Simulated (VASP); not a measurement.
Input of a VASP 6.6.1 run:

The input INCAR:

```
SYSTEM = Mo
  ALGO = Normal
  EDIFF = 1E-6
  ENCUT = 520
  GGA = PS
  ISIF = 2
  ISMEAR = -1
  LASPH = .True.
  LCHARG = .True.
  LELF = .True.
  LREAL = .False.
  LVHAR = .True.
  LWAVE = .False.
  NBANDS = 13
  NELM = 60
  PREC = Accurate
  SIGMA = 0.1
```

KPOINTS

```
k-points
0
Gamma
  14 14 13
  0 0 0
```

The input POSCAR:

```
Mo
1.0
    2.7355104000      0.0000000000      0.0000000000
   -1.3677552000      2.3690215000      0.0000000000
    0.0000000000      0.0000000000      2.5551807000
Mo
1
Direct
    0.0000000000      0.0000000000      0.5000000000
```

Potentials or basis: VASP PAW PBE potentials, release 64 (Mo_sv).

Launch:

```console
$ cat potpaw_PBE.64/Mo_sv/POTCAR > POTCAR
$ mpirun -np 1 vasp_std > vasp.out
```

Question: What does it give for the pressure?

Answer: -3.0 GPa.

Question: What does it give for the band gap on the k mesh?

Answer: Zero (bands 7 and 8 overlap by 1.89 eV).

Stress tensor (GPa, compression positive):
```
-0.83  0.00  0.00
 0.00 -0.83  0.00
 0.00  0.00 -7.29
```

Caveat: the stress differs along the axes, from -7 to -1 GPa; the PAW data sets were made with another functional, which shifts forces and pressure a little.
